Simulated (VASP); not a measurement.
**Al4Pt: relaxation of cell and atoms with PBE**

Al4Pt:

```
Al Pt
1.0
     4.12261    0.00000    0.00000
     0.00000    4.12261    0.00000
     0.00000    0.00000    4.12261
Al Pt
4 1
Direct
  0.00000 0.50000 0.50000
  0.50000 0.50000 0.00000
  0.50000 0.00000 0.50000
  0.00000 0.00000 0.00000
  0.50000 0.50000 0.50000
```

| Quantity | Value |
| --- | --- |
| Program | VASP 6.6.1 |
| Task | relaxation of cell and atoms |
| Functional | PBE |
| Potentials or basis | VASP PAW PBE potentials, release 64 (Al, Pt) |
| Cutoff | 600 eV |
| k mesh | 4 × 4 × 4 |
| Occupations | gaussian, width 0.1 eV |
| Spin | no spin polarisation |
| Dipole correction | no |
| Further INCAR settings | ALGO = Fast; EDIFF = 1e-07; IBRION = 2; EDIFFG = -0.04; NSW = 90; ISIF = 3 |

```yaml
Relaxed_volume: 21.87 Å³/atom
Relaxed_cell: a = 4.782 Å, b = 4.782 Å, c = 4.782 Å, α = 90.00°, β = 90.00°, γ = 90.00°
Space_group_after_relaxing_to_0.05_Å: Pm-3m (No. 221)
Energy_gained_by_relaxing: 1404.8 meV/atom
Ionic_steps: 6
Pressure_after_relaxing: -0.2 GPa
Band_gap_on_the_k_mesh: zero (band 11 reaches 6.57 eV, above the bottom of band 12 at 4.42 eV)
```

Step by step:
| step | energy change (eV) | largest force (eV/Å) | pressure (GPa) | volume (Å³) |
| --- | --- | --- | --- | --- |
| 1 | 0.0000 | 0.0000 | 82.87 | 70.07 |
| 2 | -3.4399 | 0.0000 | -11.17 | 172.27 |
| 3 | -6.5843 | 0.0000 | -0.87 | 111.30 |
| 4 | -7.0206 | 0.0000 | -0.90 | 110.35 |
| 5 | -5.7142 | 0.0000 | 24.55 | 88.69 |
| 6 | -7.0242 | 0.0000 | -0.21 | 109.34 |

Final structure:
```cif
data_structure
_symmetry_space_group_name_H-M 'P 1'
_symmetry_Int_Tables_number 1
_cell_length_a 4.7818
_cell_length_b 4.7818
_cell_length_c 4.7818
_cell_angle_alpha 90.000
_cell_angle_beta 90.000
_cell_angle_gamma 90.000
_cell_volume 109.34
loop_
_atom_site_label
_atom_site_type_symbol
_atom_site_fract_x
_atom_site_fract_y
_atom_site_fract_z
_atom_site_occupancy
Al1 Al 0.00000 0.50000 0.50000 1
Al2 Al 0.50000 0.50000 0.00000 1
Al3 Al 0.50000 0.00000 0.50000 1
Al4 Al 0.00000 0.00000 0.00000 1
Pt1 Pt 0.50000 0.50000 0.50000 1
```

Levels at points of the mesh, in eV from the Fermi level:
```tsv
k point	band 9	band 10	band 11	band 12	band 13	band 14
(0.00, 0.00, 0.00)	-2.57	-2.57	0.05	0.05	2.72	2.72
(0.50, 0.00, 0.00)	-1.35	-1.35	-0.37	0.43	0.46	0.46
(0.50, 0.50, 0.00)	-3.41	-0.25	0.75	0.75	0.96	1.79
(0.50, 0.50, 0.50)	-4.72	-4.15	-1.40	-1.40	-1.40	6.78
```

It took 3.2 min on 1 thread of Intel Xeon 6975P-C, on a shared host, peak memory 0.21 GiB.

Caveat: the k points lie up to 0.33 Å⁻¹ apart in the final cell; the volume moved by over 15 % at a fixed basis, so the end points are rough; spin-orbit coupling is left out, which moves the levels of the heavy elements.
